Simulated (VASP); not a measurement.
# PbS (Fm-3m) in VASP: single point with r2SCAN

Aim: the single point of PbS with r2SCAN.

Program: VASP 6.6.1. These are calculated values, not measurements. Logs are shortened: lines on timing, memory, paths and dates and some standing lists are left out, and cuts for length are marked.

### 1 The cell of the first run

The structure is cubic, space group Fm-3m (No. 225). The conventional cell has a = 5.931 Å, b = 5.931 Å, c = 5.931 Å, α = 90.00°, β = 90.00°, γ = 90.00°. Within 3.9 Å of Pb (site symmetry m-3m) lie 6 S at 2.97 Å. S (site symmetry m-3m) has 6 Pb at 2.97 Å within 3.9 Å.

### 2 Single point, r2SCAN

File POSCAR:

```
PbS
1.0
    0.0000000000      5.9315000000      5.9315000000
    5.9315000000      0.0000000000      5.9315000000
    5.9315000000      5.9315000000      0.0000000000
Pb S
8 8
Direct
    0.0000000000      0.0000000000      0.0000000000
    0.0000000000      0.0000000000      0.5000000000
    0.0000000000      0.5000000000      0.0000000000
    0.0000000000      0.5000000000      0.5000000000
    0.5000000000      0.0000000000      0.0000000000
    0.5000000000      0.0000000000      0.5000000000
    0.5000000000      0.5000000000      0.0000000000
    0.5000000000      0.5000000000      0.5000000000
    0.2500000000      0.2500000000      0.2500000000
    0.2500000000      0.2500000000      0.7500000000
    0.2500000000      0.7500000000      0.2500000000
    0.2500000000      0.7500000000      0.7500000000
    0.7500000000      0.2500000000      0.2500000000
    0.7500000000      0.2500000000      0.7500000000
    0.7500000000      0.7500000000      0.2500000000
    0.7500000000      0.7500000000      0.7500000000
```

File INCAR.step1:

```
SYSTEM = PbS
PREC = Accurate ; ENCUT = 550
ISMEAR = 0 ; SIGMA = 0.05
LREAL = .FALSE. ; LASPH = .TRUE.
NELM = 120 ; NBANDS = 94
GGA = PE ; ALGO = Normal
EDIFF = 1E-5 ; LWAVE = .TRUE.
LCHARG = .FALSE. ; GGA_COMPAT = .FALSE.
```

File INCAR.step2:

```
SYSTEM = PbS
PREC = Accurate ; ENCUT = 550
EDIFF = 1E-6 ; ISMEAR = 0
SIGMA = 0.05 ; LREAL = .FALSE.
LASPH = .TRUE. ; NELM = 120
ALGO = Normal ; ISIF = 2
LWAVE = .FALSE. ; LCHARG = .FALSE.
METAGGA = R2SCAN ; LMIXTAU = .TRUE.
NBANDS = 94 ; ISTART = 1
GGA_COMPAT = .FALSE.
```

File KPOINTS:

```
Automatic mesh
0
G
  2 2 2
  0 0 0
```

Potentials or basis: VASP PAW PBE potentials, release 64 (Pb_d, S).

Started as:

```sh
$ cat potpaw_PBE.64/Pb_d/POTCAR potpaw_PBE.64/S/POTCAR > POTCAR
$ cp INCAR.step1 INCAR
$ mpirun -np 1 vasp_std > vasp.out
$ cp INCAR.step2 INCAR
$ mpirun -np 1 vasp_std > vasp.out
```

OUTCAR:

```text
SYSTEM = PbS
   PREC = Accurate
   ENCUT = 550
   EDIFF = 1E-6
   ISMEAR = 0
   LREAL = .FALSE.
   LASPH = .TRUE.
   NELM = 120
   ISIF = 2
   METAGGA = R2SCAN
   ISTART = 1

 ion  position               nearest neighbor table
   1  0.000  0.000  0.000-  10 2.97  11 2.97  12 2.97  13 2.97  14 2.97  15 2.97
   2  0.000  0.000  0.500-   9 2.97  11 2.97  12 2.97  13 2.97  14 2.97  16 2.97
   3  0.000  0.500  0.000-   9 2.97  10 2.97  12 2.97  13 2.97  15 2.97  16 2.97
   4  0.000  0.500  0.500-   9 2.97  10 2.97  11 2.97  14 2.97  15 2.97  16 2.97
   5  0.500  0.000  0.000-   9 2.97  10 2.97  11 2.97  14 2.97  15 2.97  16 2.97
   6  0.500  0.000  0.500-   9 2.97  10 2.97  12 2.97  13 2.97  15 2.97  16 2.97
[... 8 lines left out ...]
  15  0.750  0.750  0.250-   1 2.97   3 2.97   4 2.97   5 2.97   6 2.97   8 2.97
  16  0.750  0.750  0.750-   2 2.97   3 2.97   4 2.97   5 2.97   6 2.97   7 2.97

  LATTYP: Found a face centered cubic cell.
 ALAT       =    11.8630000000

  Lattice vectors:

 A1 = (   0.0000000000,   5.9315000000,   5.9315000000)
 A2 = (   5.9315000000,   0.0000000000,   5.9315000000)
 A3 = (   5.9315000000,   5.9315000000,   0.0000000000)

Analysis of symmetry for initial positions (statically):
=====================================================================
 Subroutine PRICEL returns following result:

  LATTYP: Found a face centered cubic cell.
 ALAT       =     5.9315000000

  Lattice vectors:

 A1 = (   0.0000000000,   2.9657500000,   2.9657500000)
 A2 = (   2.9657500000,   0.0000000000,   2.9657500000)
 A3 = (   2.9657500000,   2.9657500000,   0.0000000000)

   8 primitive cells build up your supercell.

 Routine SETGRP: Setting up the symmetry group for a
 face centered cubic supercell.

 Subroutine GETGRP returns: Found 48 space group operations
 (whereof 48 operations were pure point group operations)
 out of a pool of 48 trial point group operations.

The static configuration has the point symmetry O_h .

Analysis of symmetry for dynamics (positions and initial velocities):
=====================================================================
 Subroutine PRICEL returns following result:

  LATTYP: Found a face centered cubic cell.
 ALAT       =     5.9315000000

  Lattice vectors:

 A1 = (   0.0000000000,   2.9657500000,   2.9657500000)
 A2 = (   2.9657500000,   0.0000000000,   2.9657500000)
 A3 = (   2.9657500000,   2.9657500000,   0.0000000000)

   8 primitive cells build up your supercell.

 Routine SETGRP: Setting up the symmetry group for a
 face centered cubic supercell.

 Subroutine GETGRP returns: Found 48 space group operations
 (whereof 48 operations were pure point group operations)
 out of a pool of 48 trial point group operations.

The dynamic configuration has the point symmetry O_h .

 Subroutine INISYM returns: Found 48 space group operations
 (whereof 48 operations are pure point group operations),
 and found     8 'primitive' translations

----------------------------------------------------------------------------------------

                                     Primitive cell

  volume of cell :      52.1715

  direct lattice vectors                    reciprocal lattice vectors
     0.000000000  2.965750000  2.965750000    -0.168591419  0.168591419  0.168591419
     2.965750000  0.000000000  2.965750000     0.168591419 -0.168591419  0.168591419
     2.965750000  2.965750000  0.000000000     0.168591419  0.168591419 -0.168591419

  length of vectors
     4.194203873  4.194203873  4.194203873     0.292008903  0.292008903  0.292008903

  position of ions in fractional coordinates (direct lattice)
     0.000000000  0.000000000  0.000000000
     0.500000000  0.500000000  0.500000000

  ion indices of the primitive-cell ions
   primitive index   ion index
                 1           1
                 2           9

----------------------------------------------------------------------------------------

 KPOINTS: Automatic mesh

Automatic generation of k-mesh.
 Grid dimensions read from file:
 generate k-points for:    2    2    2

 Generating k-lattice:

  Cartesian coordinates                     Fractional coordinates (reciprocal lattice)
    -0.042147855  0.042147855  0.042147855     0.500000000  0.000000000  0.000000000
     0.042147855 -0.042147855  0.042147855     0.000000000  0.500000000  0.000000000
     0.042147855  0.042147855 -0.042147855     0.000000000  0.000000000  0.500000000

  Length of vectors
     0.073002226  0.073002226  0.073002226

  Shift w.r.t. Gamma in fractional coordinates (k-lattice)
     0.000000000  0.000000000  0.000000000

 Subroutine IBZKPT returns following result:
 ===========================================

 Found      3 irreducible k-points:

 Following reciprocal coordinates:
            Coordinates               Weight
  0.000000  0.000000  0.000000      1.000000
  0.500000  0.000000  0.000000      4.000000
  0.500000  0.500000  0.000000      3.000000
   k-points           NKPTS =      3   k-points in BZ     NKDIM =      3   number of bands    NBANDS=     94
   number of dos      NEDOS =    301   number of ions     NIONS =     16
   total plane-waves  NPLWV = 262144
   dimension x,y,z NGX =    64 NGY =   64 NGZ =   64
   dimension x,y,z NGXF=   128 NGYF=  128 NGZF=  128
   ions per type =               8   8
   NGX,Y,Z   is equivalent  to a cutoff of  12.68, 12.68, 12.68 a.u.
   NGXF,Y,Z  is equivalent  to a cutoff of  25.37, 25.37, 25.37 a.u.
 SYSTEM =  PbS
   PREC   = accura    normal or accurate (medium, high low for compatibility)
   ISTART =      1    job   : 0-new  1-cont  2-samecut
   ICHARG =      0    charge: 1-file 2-atom 10-const
   ISPIN  =      1    spin polarized calculation?
   LNONCOLLINEAR =      F non collinear calculations
   LSORBIT =      F    spin-orbit coupling
   LASPH  =      T    aspherical Exc in radial PAW
   ENCUT  =  550.0 eV  40.42 Ry    6.36 a.u.  16.04 16.04 16.04*2*pi/ulx,y,z
   NELM   =    120;   NELMIN=  2; NELMDL=  0     # of ELM steps
   EDIFF  = 0.1E-05   stopping-criterion for ELM
   LREAL  =      F    real-space projection
   EDIFFG = 0.1E-04   stopping-criterion for IOM
   NSW    =      0    number of steps for IOM
   IBRION =     -1    ionic relax: 0-MD 1-quasi-New 2-CG
   NFREE  =      0    steps in history (QN), initial steepest desc. (CG)
   ISIF   =      2    stress and relaxation
   ISYM   =      2    0-nonsym 1-usesym 2-fastsym
   POTIM  = 0.5000    time-step for ionic-motion
   TEBEG  =    0.0;   TEEND  =   0.0 temperature during run
   PSTRESS=    0.0 pullay stress
   NELECT =     160.0000    total number of electrons
   NUPDOWN=      -1.0000    fix difference up-down
   EMIN   =  10.00;   EMAX   =-10.00  energy-range for DOS
   EFERMI =   0.00;   METHOD = LEGACY
   ISMEAR =     0;   SIGMA  =   0.05  broadening in eV -4-tet -1-fermi 0-gaus
   EFERMI_NEDOS =   21; number of points for ismear=-14 and -15
   IALGO  =     38    algorithm
   IMIX   =      4    mixing-type and parameters
     AMIX     =   0.40;   BMIX     =  1.00
     AMIX_MAG =   1.60;   BMIX_MAG =  1.00
  volume/ion in A,a.u.               =      26.09       176.04
  Fermi-wavevector in a.u.,A,eV,Ry     =   1.189251  2.247359 19.242973  1.414319
  Thomas-Fermi vector in A             =   2.325363
   LORBIT       =      0    0 simple, 1 ext, 2 COOP (PROOUT), +10 PAW based schemes
   METAGGA = R2SCAN    functional components
   LHFCALC =     F    Hartree Fock is set to
   AEXX    =    0.0000 exact exchange contribution
   IVDW    =     0    specifies the selected vdW correction
   LEPSILON=     F    determine dielectric tensor
   LRPA    =     F    only Hartree local field effects (RPA)
 non-spin polarized calculation
 Gauss-broadening in eV      SIGMA  =   0.05
  energy-cutoff  :      550.00
  volume of cell :      417.37
 maximum number of plane-waves:     12278
   NGX = 33   NGY = 33   NGZ = 33

 number of electron     159.9999985 magnetization

 Free energy of the ion-electron system (eV)
  ---------------------------------------------------
  ext. energy  EPLUGINS =         0.00000000
  ---------------------------------------------------
  free energy    TOTEN  =      -524.74791520 eV

  energy without entropy =     -524.74791520  energy(sigma->0) =     -524.74791520

 E-fermi :   5.9439     XC(G=0): -10.2546

 val. band max:        5.7082448896   @ k =   0.0000   0.0000   0.0000
 cond. band min:       6.3313876419   @ k =   0.0000   0.0000   0.0000
 fundamental gap:      0.6231427523
 Fermi energy:         5.9438896037

 k-point     1 :       0.0000    0.0000    0.0000
  band No.  band energies     occupation
      1     -11.9077      2.00000
      2     -11.9077      2.00000
      3     -11.9077      2.00000
      4     -11.7750      2.00000
      5     -11.7750      2.00000
      6     -11.7750      2.00000
[... 84 lines left out ...]
     91       7.8870      0.00000
     92       7.8870      0.00000

 k-point     2 :       0.5000    0.0000    0.0000
  band No.  band energies     occupation
      1     -11.8346      2.00000
      2     -11.8346      2.00000
      3     -11.8346      2.00000
      4     -11.8346      2.00000
      5     -11.8346      2.00000
      6     -11.8346      2.00000
[... 84 lines left out ...]
     91       9.1853      0.00000
     92       9.1853      0.00000

 k-point     3 :       0.5000    0.5000    0.0000
  band No.  band energies     occupation
      1     -11.8589      2.00000
      2     -11.8589      2.00000
      3     -11.7996      2.00000
      4     -11.7996      2.00000
      5     -11.7884      2.00000
      6     -11.7884      2.00000
[... 84 lines left out ...]
     91       8.4066      0.00000
     92       8.4066      0.00000
 [bands above 92 left out]

------------------------ aborting loop because EDIFF is reached ----------------------------------------

  FORCE on cell =-STRESS in cart. coord.  units (eV):
  Direction    XX          YY          ZZ          XY          YZ          ZX
  --------------------------------------------------------------------------------------
  -------------------------------------------------------------------------------------
  Total        3.7385352      3.7385352      3.7385352     -0.0000000     -0.0000000      0.0000000
  in kB       14.3512079     14.3512079     14.3512079     -0.0000000     -0.0000000      0.0000000
  external PRESSURE =      14.3512079 kB  Pullay stress =       0.0000000 kB

 VOLUME and BASIS-vectors are now :
 -----------------------------------------------------------------------------
  energy-cutoff  :      550.00
  volume of cell :      417.37
      direct lattice vectors                 reciprocal lattice vectors
     0.000000000  5.931500000  5.931500000    -0.084295709  0.084295709  0.084295709
     5.931500000  0.000000000  5.931500000     0.084295709 -0.084295709  0.084295709
     5.931500000  5.931500000  0.000000000     0.084295709  0.084295709 -0.084295709

 POSITION                                       TOTAL-FORCE (eV/Angst)
 -----------------------------------------------------------------------------------
      0.00000      0.00000      0.00000        -0.000000     -0.000000      0.000000
      2.96575      2.96575      0.00000         0.000000     -0.000000     -0.000000
      2.96575      0.00000      2.96575        -0.000000     -0.000000     -0.000000
      5.93150      2.96575      2.96575        -0.000000      0.000000     -0.000000
      0.00000      2.96575      2.96575         0.000000     -0.000000      0.000000
      2.96575      5.93150      2.96575         0.000000      0.000000     -0.000000
[... 8 lines left out ...]
      5.93150      5.93150      8.89725        -0.000000      0.000000      0.000000
      8.89725      8.89725      8.89725         0.000000      0.000000     -0.000000
 -----------------------------------------------------------------------------------
    total drift:                                0.000000      0.000000      0.000000

  FREE ENERGIE OF THE ION-ELECTRON SYSTEM (eV)
  ---------------------------------------------------
  free  energy   TOTEN  =      -524.7479151971 eV

  energy  without entropy=     -524.7479151971  energy(sigma->0) =     -524.74791520
```

Wall time 5.4 min (1 thread of Intel Xeon 6975P-C (Granite Rapids), shared host); peak memory 0.63 GiB.

What came out:

| Quantity | Value |
| --- | --- |
| Free energy | -524.7479 eV |
| Pressure | 1.4 GPa |
| Band gap on the k mesh | 0.62 eV |

Caveat: the k points lie up to 0.46 Å⁻¹ apart; the PAW data sets were made with another functional, which shifts forces and pressure a little; spin-orbit coupling is left out, which moves the levels of the heavy elements.
